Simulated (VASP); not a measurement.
# W (Immm) in VASP: single point with PBE

Aim: the single point of W with PBE.

Everything below comes from runs of VASP 6.6.1. Logs are shortened: lines on timing, memory, paths and dates and some standing lists are left out, and cuts for length are marked.

## 1. The cell of the first run

It takes space group Immm (No. 71, orthorhombic). The conventional cell has a = 2.901 Å, b = 3.265 Å, c = 3.350 Å, α = 90.00°, β = 90.00°, γ = 90.00°. Within 3.6 Å of W (site symmetry mmm) lie 14 W at 2.75 to 3.35 Å.

## 2. Single point, PBE

INCAR reads:

```
PREC = Accurate ; ENCUT = 520
EDIFF = 1E-7 ; ISMEAR = 0
SIGMA = 0.1 ; LREAL = False
LASPH = True ; NELM = 80
ALGO = Fast ; ISIF = 2
LWAVE = False ; LCHARG = False
GGA = PE ; NBANDS = 36
```

KPOINTS reads:

```
regular mesh
0
Gamma
  6 6 21
```

POSCAR reads:

```
W
1.0
    6.6994692726      0.0000000000      0.0000000000
   -3.3497346363      5.8019105820      0.0000000000
   -1.6748673182      1.4504776455      1.6324833998
W
4
Direct
    0.2500000000      0.5000000000      0.0000000000
    0.0000000000      0.0000000000      0.0000000000
    0.7500000000      0.5000000000      0.0000000000
    0.5000000000      0.0000000000      0.0000000000
```

Potentials or basis: VASP PAW PBE potentials, release 64 (W_sv).

Command:

```console
$ cat potpaw_PBE.64/W_sv/POTCAR > POTCAR
$ mpirun -np 1 vasp_std > vasp.out
```

OUTCAR:

```text
PREC = Accurate
   ENCUT = 520
   EDIFF = 1E-7
   ISMEAR = 0
   LREAL = False
   LASPH = True
   NELM = 80
   ISIF = 2
   GGA = PE

 ion  position               nearest neighbor table
   1  0.250  0.500  0.000-   3 2.75   2 2.75   4 2.75   3 2.75   4 2.75   2 2.75   2 2.90   4 2.90
                             3 3.35   3 3.35
   2  0.000  0.000  0.000-   4 2.75   3 2.75   1 2.75   4 2.75   3 2.75   1 2.75   3 2.90   1 2.90
                             4 3.35   4 3.35
   3  0.750  0.500  0.000-   1 2.75   4 2.75   2 2.75   1 2.75   4 2.75   2 2.75   4 2.90   2 2.90
                             1 3.35   1 3.35
   4  0.500  0.000  0.000-   2 2.75   1 2.75   3 2.75   2 2.75   3 2.75   1 2.75   1 2.90   3 2.90
                             2 3.35   2 3.35

  LATTYP: Found a triclinic cell.
 ALAT       =     4.3675565025
 B/A-ratio  =     1.1311031688
 C/A-ratio  =     2.2459008117
 COS(alpha) =     0.0057938186
 COS(beta)  =     0.4714504644
 COS(gamma) =     0.8320806141

  Lattice vectors:

 A1 = (   0.0000000001,   2.9009552910,  -3.2649667996)
 A2 = (  -1.6748673181,   4.3514329365,  -1.6324833998)
 A3 = (   8.3743365909,   1.4504776455,  -4.8974501994)

Analysis of symmetry for initial positions (statically):
=====================================================================
 Subroutine PRICEL returns following result:

  LATTYP: Found a body centered orthorhombic cell.
 ALAT       =     2.9009552910
 B/A-ratio  =     1.1254798754
 C/A-ratio  =     1.1547005384

  Lattice vectors:

 A1 = (   1.6748673181,  -1.4504776455,   1.6324833998)
 A2 = (   1.6748673182,   1.4504776455,  -1.6324833998)
 A3 = (  -1.6748673182,   1.4504776455,   1.6324833998)

   4 primitive cells build up your supercell.

 Routine SETGRP: Setting up the symmetry group for a
 triclinic supercell.

 Subroutine GETGRP returns: Found  2 space group operations
 (whereof  2 operations were pure point group operations)
 out of a pool of  2 trial point group operations.

The static configuration has the point symmetry S_2 .

Analysis of symmetry for dynamics (positions and initial velocities):
=====================================================================
 Subroutine PRICEL returns following result:

  LATTYP: Found a body centered orthorhombic cell.
 ALAT       =     2.9009552910
 B/A-ratio  =     1.1254798754
 C/A-ratio  =     1.1547005384

  Lattice vectors:

 A1 = (   1.6748673181,  -1.4504776455,   1.6324833998)
 A2 = (   1.6748673182,   1.4504776455,  -1.6324833998)
 A3 = (  -1.6748673182,   1.4504776455,   1.6324833998)

   4 primitive cells build up your supercell.

 Routine SETGRP: Setting up the symmetry group for a
 triclinic supercell.

 Subroutine GETGRP returns: Found  2 space group operations
 (whereof  2 operations were pure point group operations)
 out of a pool of  2 trial point group operations.

The dynamic configuration has the point symmetry S_2 .

 Subroutine INISYM returns: Found  2 space group operations
 (whereof  2 operations are pure point group operations),
 and found     4 'primitive' translations

----------------------------------------------------------------------------------------

                                     Primitive cell

  volume of cell :      15.8635

  direct lattice vectors                    reciprocal lattice vectors
     1.674867318 -1.450477646  1.632483400     0.298531110  0.000000000  0.306281828
     1.674867318  1.450477645 -1.632483400     0.298531110  0.344714034  0.000000000
    -1.674867318  1.450477646  1.632483400     0.000000000  0.344714034  0.306281828

  length of vectors
     2.752102466  2.752102466  2.752102466     0.427702446  0.456013803  0.461125062

  position of ions in fractional coordinates (direct lattice)
     0.000000000  0.000000000  0.000000000

  ion indices of the primitive-cell ions
   primitive index   ion index
                 1           1

----------------------------------------------------------------------------------------

 KPOINTS: regular mesh

Automatic generation of k-mesh.
 Grid dimensions read from file:
 generate k-points for:    6    6   21

 Generating k-lattice:

  Cartesian coordinates                     Fractional coordinates (reciprocal lattice)
     0.024877593  0.014363085  0.012761743     0.166666667 -0.000000000 -0.000000000
     0.000000000  0.028726169 -0.025523486     0.000000000  0.166666667 -0.000000000
     0.000000000  0.000000000  0.029169698     0.000000000  0.000000000  0.047619048

  Length of vectors
     0.031433340  0.038427089  0.029169698

  Shift w.r.t. Gamma in fractional coordinates (k-lattice)
     0.000000000  0.000000000  0.000000000

 Subroutine IBZKPT returns following result:
 ===========================================

 Found    380 irreducible k-points:

 Following reciprocal coordinates:
            Coordinates               Weight
  0.000000  0.000000  0.000000      1.000000
  0.166667 -0.000000  0.000000      2.000000
  0.333333 -0.000000  0.000000      2.000000
  0.500000 -0.000000  0.000000      1.000000
  0.000000  0.166667  0.000000      2.000000
  0.166667  0.166667  0.000000      2.000000
[... 16 lines left out ...]
  0.333333 -0.000000  0.047619      2.000000
  0.500000 -0.000000  0.047619      2.000000
 [... further k-points ...]
   k-points           NKPTS =    380   k-points in BZ     NKDIM =    380   number of bands    NBANDS=     36
   number of dos      NEDOS =    301   number of ions     NIONS =      4
   total plane-waves  NPLWV =  50000
   dimension x,y,z NGX =    50 NGY =   50 NGZ =   20
   dimension x,y,z NGXF=   100 NGYF=  100 NGZF=   40
   ions per type =               4
   NGX,Y,Z   is equivalent  to a cutoff of  12.41, 12.41, 12.08 a.u.
   NGXF,Y,Z  is equivalent  to a cutoff of  24.81, 24.81, 24.16 a.u.
 SYSTEM =  unknown system
   PREC   = accura    normal or accurate (medium, high low for compatibility)
   ISTART =      0    job   : 0-new  1-cont  2-samecut
   ICHARG =      2    charge: 1-file 2-atom 10-const
   ISPIN  =      1    spin polarized calculation?
   LNONCOLLINEAR =      F non collinear calculations
   LSORBIT =      F    spin-orbit coupling
   LASPH  =      T    aspherical Exc in radial PAW
   ENCUT  =  520.0 eV  38.22 Ry    6.18 a.u.  12.46 12.46  5.12*2*pi/ulx,y,z
   NELM   =     80;   NELMIN=  2; NELMDL= -5     # of ELM steps
   EDIFF  = 0.1E-06   stopping-criterion for ELM
   LREAL  =      F    real-space projection
   EDIFFG = 0.1E-05   stopping-criterion for IOM
   NSW    =      0    number of steps for IOM
   IBRION =     -1    ionic relax: 0-MD 1-quasi-New 2-CG
   NFREE  =      0    steps in history (QN), initial steepest desc. (CG)
   ISIF   =      2    stress and relaxation
   ISYM   =      2    0-nonsym 1-usesym 2-fastsym
   POTIM  = 0.5000    time-step for ionic-motion
   TEBEG  =    0.0;   TEEND  =   0.0 temperature during run
   PSTRESS=    0.0 pullay stress
   NELECT =      56.0000    total number of electrons
   NUPDOWN=      -1.0000    fix difference up-down
   EMIN   =  10.00;   EMAX   =-10.00  energy-range for DOS
   EFERMI =   0.00;   METHOD = LEGACY
   ISMEAR =     0;   SIGMA  =   0.10  broadening in eV -4-tet -1-fermi 0-gaus
   EFERMI_NEDOS =   21; number of points for ismear=-14 and -15
   IALGO  =     68    algorithm
   IMIX   =      4    mixing-type and parameters
     AMIX     =   0.40;   BMIX     =  1.00
     AMIX_MAG =   1.60;   BMIX_MAG =  1.00
  volume/ion in A,a.u.               =      15.86       107.05
  Fermi-wavevector in a.u.,A,eV,Ry     =   1.570305  2.967447 33.550046  2.465859
  Thomas-Fermi vector in A             =   2.672058
   LORBIT       =      0    0 simple, 1 ext, 2 COOP (PROOUT), +10 PAW based schemes
   GGA     = PE    functional components
   LHFCALC =     F    Hartree Fock is set to
   AEXX    =    0.0000 exact exchange contribution
   IVDW    =     0    specifies the selected vdW correction
   LEPSILON=     F    determine dielectric tensor
   LRPA    =     F    only Hartree local field effects (RPA)
 non-spin polarized calculation
 RMM-DIIS sequential band-by-band and
 Gauss-broadening in eV      SIGMA  =   0.10
  energy-cutoff  :      520.00
  volume of cell :       63.45
 maximum number of plane-waves:      1730
 NGX is ok and might be reduce to    50
   NGX = 25   NGY = 25   NGZ = 11

 number of electron      56.0000006 magnetization

 Free energy of the ion-electron system (eV)
  ---------------------------------------------------
  ext. energy  EPLUGINS =         0.00000000
  ---------------------------------------------------
  free energy    TOTEN  =       -51.03941170 eV

  energy without entropy =      -51.02749288  energy(sigma->0) =      -51.03345229

 E-fermi :  11.4154     XC(G=0): -13.6305

 val. band max:       11.4153214289   @ k =  -0.1667   0.5000   0.3810
 cond. band min:      11.4161199116   @ k =   0.3333  -0.1667   0.1429
 fundamental gap:      0.0007984827
 Fermi energy:        11.4153525125

 k-point     1 :       0.0000    0.0000    0.0000
  band No.  band energies     occupation
      1     -62.7304      2.00000
      2     -62.5982      2.00000
      3     -62.5982      2.00000
      4     -62.5848      2.00000
      5     -27.5656      2.00000
      6     -27.3352      2.00000
[... 28 lines left out ...]
     35      13.7410      0.00000
     36      14.7322      0.00000

 k-point     2 :       0.1667   -0.0000    0.0000
  band No.  band energies     occupation
      1     -62.7239      2.00000
      2     -62.6211      2.00000
      3     -62.5833      2.00000
      4     -62.5832      2.00000
      5     -27.5385      2.00000
      6     -27.3160      2.00000
[... 28 lines left out ...]
     35      14.0330      0.00000
     36      14.6108      0.00000

 k-point     3 :       0.3333   -0.0000    0.0000
  band No.  band energies     occupation
      1     -62.7059      2.00000
      2     -62.6497      2.00000
      3     -62.5796      2.00000
      4     -62.5765      2.00000
      5     -27.4600      2.00000
      6     -27.2028      2.00000
[... 28 lines left out ...]
     35      14.3959      0.00000
     36      14.5967      0.00000

 k-point     4 :       0.5000   -0.0000    0.0000
  band No.  band energies     occupation
      1     -62.6796      2.00000
      2     -62.6796      2.00000
      3     -62.5763      2.00000
      4     -62.5763      2.00000
      5     -27.3376      2.00000
      6     -27.3376      2.00000
[... 28 lines left out ...]
     35      14.2118      0.00000
     36      14.2120      0.00000

 k-point     5 :       0.0000    0.1667    0.0000
  band No.  band energies     occupation
      1     -62.7206      2.00000
      2     -62.6039      2.00000
      3     -62.5946      2.00000
      4     -62.5924      2.00000
      5     -27.4851      2.00000
      6     -27.4405      2.00000
[... 655 lines left out ...]
 k-point    22 :       0.1667   -0.0000    0.0476
  band No.  band energies     occupation
      1     -62.7143      2.00000
      2     -62.6259      2.00000
      3     -62.5863      2.00000
      4     -62.5801      2.00000
      5     -27.5019      2.00000
      6     -27.3125      2.00000
[... 28 lines left out ...]
     35      13.9870      0.00000
     36      14.5171      0.00000

 k-point    23 :       0.3333   -0.0000    0.0476
  band No.  band energies     occupation
      1     -62.6936      2.00000
      2     -62.6560      2.00000
      3     -62.5831      2.00000
      4     -62.5740      2.00000
      5     -27.4243      2.00000
      6     -27.2683      2.00000
[... 28 lines left out ...]
     35      14.1192      0.00000
     36      14.3231      0.00000

 k-point    24 :       0.5000   -0.0000    0.0476
  band No.  band energies     occupation
      1     -62.6856      2.00000
      2     -62.6670      2.00000
      3     -62.5842      2.00000
      4     -62.5700      2.00000
      5     -27.3617      2.00000
      6     -27.3277      2.00000
[... 28 lines left out ...]
     35      14.1832      0.00000
     36      14.2583      0.00000

 [... further k-points ...]

------------------------ aborting loop because EDIFF is reached ----------------------------------------

  FORCE on cell =-STRESS in cart. coord.  units (eV):
  Direction    XX          YY          ZZ          XY          YZ          ZX
  --------------------------------------------------------------------------------------
  -------------------------------------------------------------------------------------
  Total       -2.8863089     14.2815311     -0.8582124     -0.0235884     -0.0427278     -0.0246353
  in kB      -72.8774537    360.5995239    -21.6693132     -0.5955921     -1.0788490     -0.6220246
  external PRESSURE =      88.6842523 kB  Pullay stress =       0.0000000 kB

 VOLUME and BASIS-vectors are now :
 -----------------------------------------------------------------------------
  energy-cutoff  :      520.00
  volume of cell :       63.45
      direct lattice vectors                 reciprocal lattice vectors
     6.699469273  0.000000000  0.000000000     0.149265555  0.086178508  0.076570457
    -3.349734636  5.801910582  0.000000000     0.000000000  0.172357017 -0.153140914
    -1.674867318  1.450477645  1.632483400     0.000000000  0.000000000  0.612563656

 POSITION                                       TOTAL-FORCE (eV/Angst)
 -----------------------------------------------------------------------------------
      0.00000      2.90096      0.00000         0.000000     -0.000000     -0.000000
      0.00000      0.00000      0.00000        -0.000000      0.000000     -0.000000
      3.34973      2.90096      0.00000        -0.000000     -0.000000     -0.000000
      3.34973      0.00000      0.00000        -0.000000      0.000000      0.000000
 -----------------------------------------------------------------------------------
    total drift:                                0.000000     -0.000000     -0.000000

  FREE ENERGIE OF THE ION-ELECTRON SYSTEM (eV)
  ---------------------------------------------------
  free  energy   TOTEN  =       -51.0394116961 eV

  energy  without entropy=      -51.0274928756  energy(sigma->0) =      -51.03345229
```

Wall time 13 min (1 thread of Intel Xeon 6975P-C (Granite Rapids), shared host); peak memory 0.68 GiB.

Results:

```
Free energy            : -51.0394 eV
Pressure               : 8.9 GPa
Band gap on the k mesh : zero (bands 28 and 29 overlap by 3.14 eV)
```

Levels at points of the mesh, in eV from the Fermi level:
```tsv
k point	band 25	band 26	band 27	band 28	band 29	band 30	band 31	band 32
(0.00, 0.00, 0.00)	-2.23	-2.23	-0.52	-0.25	0.85	1.24	1.92	1.92
(0.50, 0.00, 0.00)	-1.47	-1.47	-1.38	-1.38	0.43	0.43	1.52	1.52
(0.00, 0.50, 0.00)	-1.56	-1.56	0.04	0.56	1.05	1.34	1.34	1.78
(0.50, 0.50, 0.00)	-2.12	-2.12	-1.90	-1.90	0.60	0.60	1.51	1.51
```

Caveat: the stress differs along the axes, from -7 to 36 GPa; spin-orbit coupling is left out, which moves the levels of the heavy elements.
